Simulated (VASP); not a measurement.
# Mo: single point with LDA

Mo:

```xyz
2
Lattice="-1.8624 1.8622 1.2860 1.8622 -1.8624 1.2860 3.0685 3.0685 -1.2863" Properties=species:S:1:pos:R:3 pbc="T T T"
Mo   -1.8623    1.8621    1.2860
Mo    0.6029    2.4655    0.6429
```

* Program: VASP 6.6.1
* Task: single point
* Functional: LDA
* Potentials or basis: VASP PAW LDA potentials, release 64 (Mo_sv)
* Cutoff: 520 eV
* k mesh: 16 × 16 × 8
* Occupations: fermi-dirac, width 0.1 eV
* Spin: no spin polarisation

```
Pressure               : 13.4 GPa
Largest force          : 0.005 eV/Å
Band gap on the k mesh : zero (bands 14 and 15 overlap by 2.09 eV)
```

Forces on the atoms (eV/Å):
```
Mo  -0.003  0.003  0.000
Mo   0.003 -0.003  0.000
```

Stress tensor (GPa, compression positive):
```
13.39  0.71 -0.01
 0.71 13.39 -0.01
-0.01 -0.01 13.50
```

Levels at points of the mesh, in eV from the Fermi level:
```
           k point  band 12  band 13  band 14  band 15  band 16  band 17
(0.00, 0.00, 0.00)    -2.51    -1.34     0.40     0.87     0.94     2.38
(0.50, 0.00, 0.00)    -1.96    -1.09     0.58     2.07     2.60     3.24
(0.50, 0.50, 0.00)    -2.69    -2.00    -2.00     2.77     2.77     3.90
(0.00, 0.00, 0.50)    -2.39    -1.55    -1.55     0.29     0.29     1.54
(0.50, 0.00, 0.50)    -1.96    -1.09     0.58     2.07     2.60     3.24
(0.50, 0.50, 0.50)    -3.77     1.47     1.47     2.08     2.08     3.86
```

Run time: 2.8 min on 1 thread of AMD EPYC 9R45 96-Core Processor (Zen 5), on a shared host, peak memory 0.33 GiB.

Caveat: the cell stands under pressure.
